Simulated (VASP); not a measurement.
# Fe (Fmmm) in VASP: further runs, part 2 of 2

VASP 6.6.1. The steps go on from the part before.

## Step 4: Electric field gradients, PBE, collinear spin, ferromagnetic start (volume scaled by 0.94)

Contents of INCAR:

```
ALGO = Normal ; EDIFF = 1E-8
ENCUT = 520 ; GGA = PE
ISIF = 2 ; ISMEAR = -1
ISPIN = 2 ; LASPH = True
LCHARG = False ; LEFG = True
LMAXMIX = 4 ; LORBIT = 11
LREAL = False ; LWAVE = False
MAGMOM = 3 ; NBANDS = 14
NELM = 150 ; PREC = Accurate
SIGMA = 0.05
```

Contents of KPOINTS:

```
k-points
0
Gamma
  16 16 16
```

Contents of POSCAR:

```
Fe
1.0
    0.0000000000      1.9021012276      1.9249897192
    1.4678507246      0.0000000000      1.9249897192
    1.4678507246      1.9021012276      0.0000000000
Fe
1
Direct
    0.0000000000      0.0000000000      0.0000000000
```

Potentials or basis: VASP PAW PBE potentials, release 64 (Fe).

Command:

```sh
$ cat potpaw_PBE.64/Fe/POTCAR > POTCAR
$ mpirun -np 1 vasp_std > vasp.out
```

OUTCAR:

```text
EDIFF = 1E-8
   ENCUT = 520
   GGA = PE
   ISIF = 2
   ISMEAR = -1
   ISPIN = 2
   LASPH = True
   LORBIT = 11
   LREAL = False
   NELM = 150
   PREC = Accurate

 ion  position               nearest neighbor table
   1  0.000  0.000  0.000-

  LATTYP: Found a face centered orthorhombic cell.
 ALAT       =     2.9357014492
 B/A-ratio  =     1.2958410523
 C/A-ratio  =     1.3114342535

  Lattice vectors:

 A1 = (   0.0000000000,   1.9021012276,   1.9249897192)
 A2 = (   1.4678507246,   0.0000000000,   1.9249897192)
 A3 = (   1.4678507246,   1.9021012276,   0.0000000000)

Analysis of symmetry for initial positions (statically):
=====================================================================
 Subroutine PRICEL returns:
 Original cell was already a primitive cell.

 Routine SETGRP: Setting up the symmetry group for a
 face centered orthorhombic supercell.

 Subroutine GETGRP returns: Found  8 space group operations
 (whereof  8 operations were pure point group operations)
 out of a pool of  8 trial point group operations.

The static configuration has the point symmetry D_2h.

Analysis of symmetry for dynamics (positions and initial velocities):
=====================================================================
 Subroutine PRICEL returns:
 Original cell was already a primitive cell.

 Routine SETGRP: Setting up the symmetry group for a
 face centered orthorhombic supercell.

 Subroutine GETGRP returns: Found  8 space group operations
 (whereof  8 operations were pure point group operations)
 out of a pool of  8 trial point group operations.

The dynamic configuration has the point symmetry D_2h.

[... 592 lines left out ...]
     13      39.8563      0.00000
     14      39.8582      0.00000
[... 379 lines left out ...]
      3       5.6594      1.00000
      4       6.3908      0.80745
      5       7.4829      0.00000
      6       8.2294      0.00000
      7      29.1638      0.00000
      8      30.9686      0.00000
      9      32.1220      0.00000
     10      36.5360      0.00000
     11      37.2439      0.00000
     12      38.7700      0.00000
     13      39.1072      0.00000
     14      41.6855      0.00000

 [... further k-points ...]
[... 5 lines left out ...]
  --------------------------------------------------------------------------------------
  -------------------------------------------------------------------------------------
  Total        0.3473664      1.1314502      0.9818896      0.0000000      0.0000000      0.0000000
  in kB       51.7755236    168.6444686    146.3522209      0.0000000      0.0000000      0.0000000
  external PRESSURE =     122.2574044 kB  Pullay stress =       0.0000000 kB

 VOLUME and BASIS-vectors are now :
 -----------------------------------------------------------------------------
  energy-cutoff  :      520.00
  volume of cell :       10.75
      direct lattice vectors                 reciprocal lattice vectors
     0.000000000  1.902101228  1.924989719    -0.340634093  0.262867187  0.259741647
     1.467850725  0.000000000  1.924989719     0.340634093 -0.262867187  0.259741647
     1.467850725  1.902101228  0.000000000     0.340634093  0.262867187 -0.259741647

 POSITION                                       TOTAL-FORCE (eV/Angst)
 -----------------------------------------------------------------------------------
      0.00000      0.00000      0.00000         0.000000      0.000000      0.000000
 -----------------------------------------------------------------------------------
    total drift:                                0.000000     -0.000000      0.000000

  FREE ENERGIE OF THE ION-ELECTRON SYSTEM (eV)
  ---------------------------------------------------
  free  energy   TOTEN  =        -8.2028171959 eV

  energy  without entropy=       -8.1934813689  energy(sigma->0) =       -8.19814928

 Electric field gradients (V/A^2)
---------------------------------------------------------------------
 ion       V_xx      V_yy      V_zz      V_xy      V_xz      V_yz
---------------------------------------------------------------------
   1       9.401    -4.548    -4.853     0.000     0.001     0.000
---------------------------------------------------------------------

 Electric field gradients after diagonalization (V/A^2)
 (convention: |V_zz| > |V_xx| > |V_yy|)
----------------------------------------------------------------------
 ion       V_xx      V_yy      V_zz     asymmetry (V_yy - V_xx)/ V_zz
----------------------------------------------------------------------
   1      -4.853    -4.548     9.401       0.033
----------------------------------------------------------------------

           NMR quadrupolar parameters

 Cq : quadrupolar parameter    Cq=e*Q*V_zz/h
 eta: asymmetry parameters     (V_yy - V_xx)/ V_zz
 Q  : nuclear electric quadrupole moment in mb (millibarn)
----------------------------------------------------------------------
 ion       Cq(MHz)       eta       Q (mb)
----------------------------------------------------------------------
   1       0.023       0.033       1.000
----------------------------------------------------------------------

 total charge

# of ion       s       p       d       tot
------------------------------------------
    1        0.513   0.594   6.283   7.390

 magnetization (x)

# of ion       s       p       d       tot
------------------------------------------
    1       -0.013  -0.055   2.146   2.078
```

OSZICAR:

```text
N       E                     dE             d eps       ncg     rms          rms(c)
DAV:   1     0.220379354784E+02    0.22038E+02   -0.38379E+03 38282   0.713E+02
DAV:   2    -0.815167787491E+01   -0.30190E+02   -0.27680E+02 38226   0.130E+02
DAV:   3    -0.904677971931E+01   -0.89510E+00   -0.88821E+00 42240   0.231E+01
DAV:   4    -0.904959845429E+01   -0.28187E-02   -0.28185E-02 40446   0.117E+00
DAV:   5    -0.904961098249E+01   -0.12528E-04   -0.12528E-04 42512   0.797E-02    0.123E+01
DAV:   6    -0.826439973048E+01    0.78521E+00   -0.88190E+00 45252   0.351E+01    0.463E+00
DAV:   7    -0.821853097624E+01    0.45869E-01   -0.37959E-01 42720   0.720E+00    0.302E+00
DAV:   8    -0.820992222356E+01    0.86088E-02   -0.60758E-03 41636   0.465E-01    0.140E+00
DAV:   9    -0.820280459576E+01    0.71176E-02   -0.70568E-03 46568   0.419E-01    0.255E-01
DAV:  10    -0.820278702242E+01    0.17573E-04   -0.41607E-04 42054   0.239E-01    0.672E-02
DAV:  11    -0.820281953806E+01   -0.32516E-04   -0.12303E-04 43786   0.967E-02    0.338E-02
DAV:  12    -0.820281735467E+01    0.21834E-05   -0.34151E-06 40218   0.195E-02    0.141E-02
DAV:  13    -0.820281796858E+01   -0.61391E-06   -0.17730E-06 42480   0.109E-02    0.865E-03
DAV:  14    -0.820281720578E+01    0.76280E-06   -0.47149E-07 44030   0.684E-03    0.205E-03
DAV:  15    -0.820281719590E+01    0.98768E-08   -0.16392E-08 27436   0.127E-03
   1 F= -.82028172E+01 E0= -.81981493E+01  d E =-.933583E-02  mag=     2.0912
```

It took 1.8 min on 1 thread of AMD EPYC 9R45 (Zen 5), shared host; peak memory 0.21 GiB.

Results:

| Property | Result |
| --- | --- |
| Free energy | -8.2028 eV |
| Pressure | 12.2 GPa |
| Net moment | 2.09 μB per cell |
| Site moments | Fe +2.08 μB |
| Valence electrons inside the program's atomic spheres | Fe 7.39 |

Stress tensor (GPa, compression positive):
```
 5.18  0.00  0.00
 0.00 16.86  0.00
 0.00  0.00 14.64
```

Electric field gradients, principal values (V/Å²):
```csv
atom,least,middle,greatest (by size)
1 Fe,-4.548,-4.853,9.401
```

Caveat: without QUAD_EFG the Cq values of the log hold for a quadrupole moment of 1 mb, not for the nuclei.
